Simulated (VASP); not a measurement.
Runs of VASP 6.6.1 on PbF2. The structure is that of space group Fm-3m (No. 225), or close to it. The cells are those of the table. 

```tsv
cell	gap on the mesh (eV)	pressure (GPa)	largest force (eV/Å)
a = 4.200, b = 4.279 Å, angles 59.4, 58.8, 59.4°, 3 atoms	4.40	2.1	(b)
a = 4.200, b = 4.253 Å, angles 59.6, 59.2, 59.6°, 3 atoms	(a)	2.1	0.07
a = 4.200, b = 4.226 Å, angles 59.8, 59.6, 59.8°, 3 atoms	4.42	(c)	0.04
a = 4.201, b = 4.095 Å, angles 60.8, 61.7, 60.8°, 3 atoms	4.39	2.2	0.14
```

Alike in all rows: task single point; level PBE; potentials or basis VASP PAW PBE potentials, release 64 (Pb_d, F); no spin polarisation; k mesh 8 × 8 × 8; cutoff (eV) 520; smearing gaussian 0.05 eV.

Question: Fill in the values left out.

Answer: (a) 4.41; (b) 0.11; (c) 2.0.

Caveats: spin-orbit coupling is left out, which moves the levels of the heavy elements.

A k mesh can miss the band edges, and the runs leave out spin-orbit coupling on Pb.
